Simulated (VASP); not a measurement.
Set up this calculation in VASP 6.6.1, as the native input.

```
Task                   : single point
Functional             : PBE
Potentials or basis    : VASP PAW PBE potentials, release 64 (In_d, As)
Cutoff                 : 520 eV
k mesh                 : 12 × 12 × 12
Occupations            : gaussian, width 0.1 eV
Spin                   : no spin polarisation
Dipole correction      : no
Further INCAR settings : ALGO = Normal; EDIFF = 1e-07; NBANDS = 16
```

The structure of InAs lies in POSCAR:

```
InAs
1.0
    0.0000000000      3.0934008791      3.0934008791
    3.0934008791      0.0000000000      3.0934008791
    3.0934008791      3.0934008791      0.0000000000
In As
1 1
Direct
    0.0000000000      0.0000000000      0.0000000000
    0.7500000000      0.7500000000      0.7500000000
```

The input as run:

INCAR

```
ALGO = Normal ; EDIFF = 1E-7
ENCUT = 520 ; GGA = PE
ISIF = 2 ; ISMEAR = 0
LASPH = True ; LCHARG = False
LREAL = False ; LWAVE = False
NBANDS = 16 ; NELM = 100
PREC = Accurate ; SIGMA = 0.1
```

KPOINTS

```
k-points
0
Gamma
  12 12 12
```

Potentials or basis: VASP PAW PBE potentials, release 64 (In_d, As).

Command:

```bash
$ cat potpaw_PBE.64/In_d/POTCAR potpaw_PBE.64/As/POTCAR > POTCAR
$ mpirun -np 1 vasp_std > vasp.out
```

It gave:

```
Pressure               : 0.0 GPa
Band gap on the k mesh : zero (filled and empty bands touch)
```

Caveat: semilocal functionals underestimate gaps, so a narrow gap can read as zero; spin-orbit coupling is left out, which moves the levels of the heavy elements.

Wall time 2.3 min on 1 thread of Intel Xeon 8259CL (shared host), peak memory 0.24 GiB.
